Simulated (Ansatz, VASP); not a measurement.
**One calculation of Al, two programs**

File INCAR:

```
SYSTEM = Al
PREC = Accurate
ENCUT = 500
EDIFF = 1E-6
ISMEAR = 1
SIGMA = 0.15
LREAL = .False.
LASPH = .True.
NELM = 120
ALGO = Normal
ISIF = 2
LWAVE = .False.
LCHARG = .True.
GGA = PS
LELF = .True.
LVHAR = .True.
NBANDS = 8
GGA_COMPAT = .False.
```

Contents of KPOINTS:

```
Automatic mesh
0
Gamma
  13 13 13
  0 0 0
```

Contents of POSCAR:

```
Al
1.0
    0.0000000000      2.0248050000      2.0248050000
    2.0248050000      0.0000000000      2.0248050000
    2.0248050000      2.0248050000      0.0000000000
Al
1
Direct
    0.0000000000      0.0000000000      0.0000000000
```

Input for Ansatz:

```yaml
crystal:
  lattice:
    - [0.0, 2.024805, 2.024805]
    - [2.024805, 0.0, 2.024805]
    - [2.024805, 2.024805, 0.0]
  atoms:
    - { symbol: Al, position: [0.0, 0.0, 0.0] }
kpoints:
  mp_grid:
    grid: [13, 13, 13]
hamiltonian:
  xc: pbesol
  pseudopotentials:
    kind: all_electron
    lapw: {}
scf:
  occupations:
    method: methfessel_paxton
    width: 0.15
output:
  forces: true
  stress: true
  eigenvalues: true
```

Alike in both runs: task single point; functional PBEsol; k mesh 13 × 13 × 13; occupations methfessel-paxton of order 1, width 0.15 eV; no spin polarisation.

|  | VASP | Ansatz |
| --- | --- | --- |
| version | VASP 6.6.1 | Ansatz 0.2.0 |
| potentials or method | VASP PAW PBE potentials, release 64 (Al), cutoff 500 eV | all-electron (LAPW or listed datasets) |

|  | VASP | Ansatz | Ansatz less VASP |
| --- | --- | --- | --- |
| gap on the k mesh at the Fermi level (eV) | none | none | - |
| pressure (GPa) | -2.0 | -2.1 | -0.05 |

VASP's potentials were made for PBE, not for PBEsol. A gap of «none» marks a metal or a gap that the smearing closes. Ansatz ran all-electron here, and VASP with PAW potentials.
